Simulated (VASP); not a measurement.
Runs of VASP 6.6.1 on GaN (CsCl type). The structure is that of space group Pm-3m (No. 221), or close to it. The cells are those of the table. 

```csv
task,cell,cutoff (eV),gap on the mesh (eV),pressure (GPa)
single point,"a = 2.478 Å, 2 atoms",520,none,92.7
single point,"a = 2.477 Å, 2 atoms",520,none,(a)
relaxation of cell and atoms,"relaxed to 91 GPa from a = 2.439 Å, 2 atoms",600,none,91.0
relaxation of cell and atoms,"relaxed to 91 GPa from a = 2.477 Å, 2 atoms",600,none,91.0
```

Alike in all rows: level PBE; potentials or basis VASP PAW PBE potentials, release 64 (Ga_d, N); no spin polarisation; k mesh 15 × 15 × 15; smearing fermi-dirac 0.1 eV.

Problem. Estimate the missing entries.

Solution. (a) 92.9.

Caveats: the cell is relaxed towards a set pressure, so the enthalpy falls and the energy may rise (some runs).

A k mesh can miss the band edges, and the runs leave out spin-orbit coupling on Ga.

A gap of «none» marks levels without a gap at the run's occupations.
